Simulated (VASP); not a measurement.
# MoS2 (P6_3/mmc) in VASP: a series of runs, part 2 of 2

VASP 6.6.1.

## (3) Electric field gradients, PBE (equal xx and yy strain of -1 %)

INCAR reads:

```
SYSTEM = MoS2
PREC     = Accurate       ! precision mode
ENCUT    = 520            ! plane-wave cutoff, eV
EDIFF    = 1E-8           ! SCF threshold, eV
ISMEAR   = -1             ! smearing method
SIGMA    = 0.03           ! smearing width, eV
LREAL    = .FALSE.        ! projectors in reciprocal space
LASPH    = .TRUE.         ! aspherical terms in the spheres
NELM     = 80             ! most SCF steps
ALGO     = Normal         ! electronic algorithm
ISIF     = 2              ! what is computed and relaxed
LWAVE    = .FALSE.        ! write WAVECAR
LCHARG   = .FALSE.        ! write CHGCAR
GGA      = PE             ! functional
LEFG     = .TRUE.       
NBANDS   = 35             ! bands
```

KPOINTS reads:

```
regular mesh
0
G
  10 10 3
  0 0 0
```

POSCAR reads:

```
MoS2
1.0
    3.1293915856      0.0000000000      0.0000000000
   -1.5646957928      2.7101326115      0.0000000000
    0.0000000000      0.0000000000     12.2950000000
Mo S
2 4
Direct
    0.3333333333      0.6666666667      0.2500000000
    0.6666666667      0.3333333333      0.7500000000
    0.3333333333      0.6666666667      0.6275000000
    0.6666666667      0.3333333333      0.1275000000
    0.3333333333      0.6666666667      0.8725000000
    0.6666666667      0.3333333333      0.3725000000
```

Potentials or basis: VASP PAW PBE potentials, release 64 (Mo_sv, S).

Launch:

```bash
$ cat potpaw_PBE.64/Mo_sv/POTCAR potpaw_PBE.64/S/POTCAR > POTCAR
$ mpirun -np 1 vasp_std > vasp.out
```

OUTCAR:

```text
SYSTEM = MoS2
   PREC = Accurate
   ENCUT = 520
   EDIFF = 1E-8
   ISMEAR = -1
   LREAL = .FALSE.
   LASPH = .TRUE.
   NELM = 80
   ISIF = 2
   GGA = PE

 ion  position               nearest neighbor table
   1  0.333  0.667  0.250-   4 2.35   6 2.35   4 2.35   6 2.35   4 2.35   6 2.35
   2  0.667  0.333  0.750-   3 2.35   5 2.35   3 2.35   5 2.35   3 2.35   5 2.35
   3  0.333  0.667  0.627-   2 2.35   2 2.35   2 2.35
   4  0.667  0.333  0.127-   1 2.35   1 2.35   1 2.35
   5  0.333  0.667  0.873-   2 2.35   2 2.35   2 2.35
   6  0.667  0.333  0.373-   1 2.35   1 2.35   1 2.35

  LATTYP: Found a hexagonal cell.
 ALAT       =     3.1293915856
 C/A-ratio  =     3.9288787177

  Lattice vectors:

 A1 = (   3.1293915856,   0.0000000000,   0.0000000000)
 A2 = (  -1.5646957928,   2.7101326115,   0.0000000000)
 A3 = (   0.0000000000,   0.0000000000,  12.2950000000)

Analysis of symmetry for initial positions (statically):
=====================================================================
 Subroutine PRICEL returns:
 Original cell was already a primitive cell.

 Routine SETGRP: Setting up the symmetry group for a
 hexagonal supercell.

 Subroutine GETGRP returns: Found 24 space group operations
 (whereof 12 operations were pure point group operations)
 out of a pool of 24 trial point group operations.

The static configuration has the point symmetry D_3d.
 The point group associated with its full space group is D_6h.

Analysis of symmetry for dynamics (positions and initial velocities):
=====================================================================
 Subroutine PRICEL returns:
 Original cell was already a primitive cell.

 Routine SETGRP: Setting up the symmetry group for a
 hexagonal supercell.

 Subroutine GETGRP returns: Found 24 space group operations
 (whereof 12 operations were pure point group operations)
 out of a pool of 24 trial point group operations.

The dynamic configuration has the point symmetry D_3d.
 The point group associated with its full space group is D_6h.

 Subroutine INISYM returns: Found 24 space group operations
 (whereof 12 operations are pure point group operations),
 and found     1 'primitive' translations

----------------------------------------------------------------------------------------

                                     Primitive cell

  volume of cell :     104.2747

  direct lattice vectors                    reciprocal lattice vectors
     3.129391586  0.000000000  0.000000000     0.319550933  0.184492817  0.000000000
    -1.564695793  2.710132612  0.000000000     0.000000000  0.368985634  0.000000000
     0.000000000  0.000000000 12.295000000     0.000000000  0.000000000  0.081333876

  length of vectors
     3.129391586  3.129391586 12.295000000     0.368985634  0.368985634  0.081333876

  position of ions in fractional coordinates (direct lattice)
     0.333333333  0.666666667  0.250000000
     0.666666667  0.333333333  0.750000000
     0.333333333  0.666666667  0.627500000
     0.666666667  0.333333333  0.127500000
     0.333333333  0.666666667  0.872500000
[... 106 lines left out ...]
   LORBIT       =      0    0 simple, 1 ext, 2 COOP (PROOUT), +10 PAW based schemes
   GGA     = PE    functional components
   LHFCALC =     F    Hartree Fock is set to
   AEXX    =    0.0000 exact exchange contribution
   IVDW    =     0    specifies the selected vdW correction
   LEPSILON=     F    determine dielectric tensor
   LRPA    =     F    only Hartree local field effects (RPA)
 non-spin polarized calculation
  energy-cutoff  :      520.00
  volume of cell :      104.27
 maximum number of plane-waves:      2828
 NGX is ok and might be reduce to    24
   NGX = 11   NGY = 11   NGZ = 45

 number of electron      51.9999999 magnetization

 Free energy of the ion-electron system (eV)
  ---------------------------------------------------
  ext. energy  EPLUGINS =         0.00000000
  ---------------------------------------------------
  free energy    TOTEN  =       -43.35518085 eV

  energy without entropy =      -43.35518084  energy(sigma->0) =      -43.35518084

 E-fermi :   8.4048     XC(G=0): -10.8787

 val. band max:        7.9475661183   @ k =   0.0000   0.0000   0.0000
 cond. band min:       8.9430258200   @ k =   0.2000   0.2000   0.0000
 fundamental gap:      0.9954597017
 Fermi energy:         8.4047511715

 k-point     1 :       0.0000    0.0000    0.0000
  band No.  band energies     occupation
      1     -53.6294      2.00000
      2     -53.6294      2.00000
      3     -27.8314      2.00000
      4     -27.8313      2.00000
      5     -27.5757      2.00000
      6     -27.5757      2.00000
[... 901 lines left out ...]
     34      11.8608      0.00000
     35      13.8513      0.00000

 [... further k-points ...]

------------------------ aborting loop because EDIFF is reached ----------------------------------------

  FORCE on cell =-STRESS in cart. coord.  units (eV):
  Direction    XX          YY          ZZ          XY          YZ          ZX
  --------------------------------------------------------------------------------------
  -------------------------------------------------------------------------------------
  Total        6.8463421      6.8463421     10.2621941      0.0000000     -0.0000000      0.0000000
  in kB      105.1938116    105.1938116    157.6782611      0.0000000     -0.0000000      0.0000000
  external PRESSURE =     122.6886281 kB  Pullay stress =       0.0000000 kB

 VOLUME and BASIS-vectors are now :
 -----------------------------------------------------------------------------
  energy-cutoff  :      520.00
  volume of cell :      104.27
      direct lattice vectors                 reciprocal lattice vectors
     3.129391586  0.000000000  0.000000000     0.319550933  0.184492817  0.000000000
    -1.564695793  2.710132612  0.000000000     0.000000000  0.368985634  0.000000000
     0.000000000  0.000000000 12.295000000     0.000000000  0.000000000  0.081333876

 POSITION                                       TOTAL-FORCE (eV/Angst)
 -----------------------------------------------------------------------------------
     -0.00000      1.80676      3.07375        -0.000000     -0.000000     -0.000000
      1.56470      0.90338      9.22125         0.000000      0.000000     -0.000000
     -0.00000      1.80676      7.71511         0.000000     -0.000000     -1.447438
      1.56470      0.90338      1.56761         0.000000      0.000000     -1.447438
     -0.00000      1.80676     10.72739        -0.000000     -0.000000      1.447438
      1.56470      0.90338      4.57989         0.000000      0.000000      1.447438
 -----------------------------------------------------------------------------------
    total drift:                               -0.000000      0.000000     -0.000000

  FREE ENERGIE OF THE ION-ELECTRON SYSTEM (eV)
  ---------------------------------------------------
  free  energy   TOTEN  =       -43.3551808456 eV

  energy  without entropy=      -43.3551808438  energy(sigma->0) =      -43.35518084

 Electric field gradients (V/A^2)
---------------------------------------------------------------------
 ion       V_xx      V_yy      V_zz      V_xy      V_xz      V_yz
---------------------------------------------------------------------
   1      46.416    46.416   -92.832    -0.001     0.000    -0.000
   2      46.416    46.416   -92.832    -0.001    -0.000     0.000
   3      30.989    30.989   -61.977     0.000     0.000    -0.000
   4      30.989    30.989   -61.977     0.000    -0.000     0.000
   5      30.989    30.989   -61.977     0.000    -0.000     0.000
   6      30.989    30.989   -61.977     0.000     0.000    -0.000
---------------------------------------------------------------------

 Electric field gradients after diagonalization (V/A^2)
 (convention: |V_zz| > |V_xx| > |V_yy|)
----------------------------------------------------------------------
 ion       V_xx      V_yy      V_zz     asymmetry (V_yy - V_xx)/ V_zz
----------------------------------------------------------------------
   1      46.417    46.415   -92.832       0.000
   2      46.417    46.415   -92.832       0.000
   3      30.989    30.988   -61.977       0.000
   4      30.989    30.988   -61.977       0.000
   5      30.989    30.988   -61.977       0.000
   6      30.989    30.988   -61.977       0.000
----------------------------------------------------------------------

           NMR quadrupolar parameters

 Cq : quadrupolar parameter    Cq=e*Q*V_zz/h
 eta: asymmetry parameters     (V_yy - V_xx)/ V_zz
 Q  : nuclear electric quadrupole moment in mb (millibarn)
----------------------------------------------------------------------
 ion       Cq(MHz)       eta       Q (mb)
----------------------------------------------------------------------
   1      -0.224       0.000       1.000
   2      -0.224       0.000       1.000
   3      -0.150       0.000       1.000
   4      -0.150       0.000       1.000
   5      -0.150       0.000       1.000
   6      -0.150       0.000       1.000
----------------------------------------------------------------------
```

It took 86 s on 1 thread of Intel Xeon Platinum 8375C at 2.90GHz (Ice Lake), shared host; peak memory 0.26 GiB.

What came out:

```
Free energy            : -43.3552 eV
Pressure               : 12.3 GPa
Largest force          : 1.447 eV/Å
Band gap on the k mesh : 1.00 eV, indirect (least direct gap 1.97 eV)
```

Forces in eV/Å, atoms in the order of the input:
```
Mo   0.000  0.000  0.000
Mo   0.000  0.000  0.000
S    0.000  0.000 -1.447
S    0.000  0.000 -1.447
S    0.000  0.000  1.447
S    0.000  0.000  1.447
```

Levels at points of the mesh, in eV from the valence-band top:
```tsv
k point	band 24	band 25	band 26	band 27	band 28	band 29
(0.00, 0.00, 0.00)	-1.36	-1.19	0.00	2.11	2.11	2.12
(0.50, 0.00, 0.00)	-1.79	-1.55	-1.44	1.55	1.60	2.05
```

Electric field gradients, principal values (V/Å²):
```tsv
atom	least	middle	greatest (by size)
1 Mo	46.415	46.417	-92.832
2 Mo	46.415	46.417	-92.832
3 S	30.988	30.989	-61.977
4 S	30.988	30.989	-61.977
5 S	30.988	30.989	-61.977
6 S	30.988	30.989	-61.977
```

Caveat: the cell differs from its parent crystal (equal xx and yy strain of -1 %); without QUAD_EFG the Cq values of the log hold for a quadrupole moment of 1 mb, not for the nuclei; this functional lacks dispersion, which binds the layers, so the pressure and a relaxed spacing across them are unreliable; forces of over 1 eV/Å act on the atoms, so gaps and moduli don't describe the material at rest.
